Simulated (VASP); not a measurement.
The system is Na.

```xyz
2
Lattice="3.8100 0.0000 0.0000 -1.9050 3.2996 0.0000 0.0000 0.0000 6.2217" Properties=species:S:1:pos:R:3 pbc="T T T"
Na    0.0000    2.1997    1.5554
Na    1.9050    1.0999    4.6663
```

This isn't the form of Na at room conditions, which is bcc.

| Item | Value |
| --- | --- |
| Program | VASP 6.6.1 |
| Task | relaxation of cell and atoms |
| Functional | LDA |
| Potentials or basis | VASP PAW LDA potentials, release 64 (Na_pv) |
| Cutoff | 600 eV |
| k mesh | 13 × 13 × 7 |
| Occupations | methfessel-paxton, width 0.05 eV |
| Spin | no spin polarisation |

At the start: pressure -1.0 GPa; volume 39.11 Å³/atom.

How do energy, volume and symmetry change on relaxing?

Over 5 steps the energy falls by 22.8 meV/atom and the volume is 33.20 Å³/atom (-15.1 %); space group P6_3/mmc (No. 194, to 0.1 Å) before and after.

Step by step:
| step | energy change (eV) | largest force (eV/Å) | pressure (GPa) | volume (Å³) |
| --- | --- | --- | --- | --- |
| 1 | 0.0000 | 0.0000 | -1.04 | 78.22 |
| 2 | -0.0178 | 0.0000 | -0.91 | 75.38 |
| 3 | -0.0453 | 0.0000 | -0.14 | 67.28 |
| 4 | -0.0455 | 0.0000 | 0.05 | 66.07 |
| 5 | -0.0456 | 0.0000 | -0.01 | 66.39 |

Final structure:
```cif
data_structure
_symmetry_space_group_name_H-M 'P 1'
_symmetry_Int_Tables_number 1
_cell_length_a 3.5989
_cell_length_b 3.5989
_cell_length_c 5.9191
_cell_angle_alpha 90.000
_cell_angle_beta 90.000
_cell_angle_gamma 120.000
_cell_volume 66.39
loop_
_atom_site_label
_atom_site_type_symbol
_atom_site_fract_x
_atom_site_fract_y
_atom_site_fract_z
_atom_site_occupancy
Na1 Na 0.33333 0.66667 0.25000 1
Na2 Na 0.66667 0.33333 0.75000 1
```

Caveat: the volume moved by over 15 % at a fixed basis, so the end points are rough.
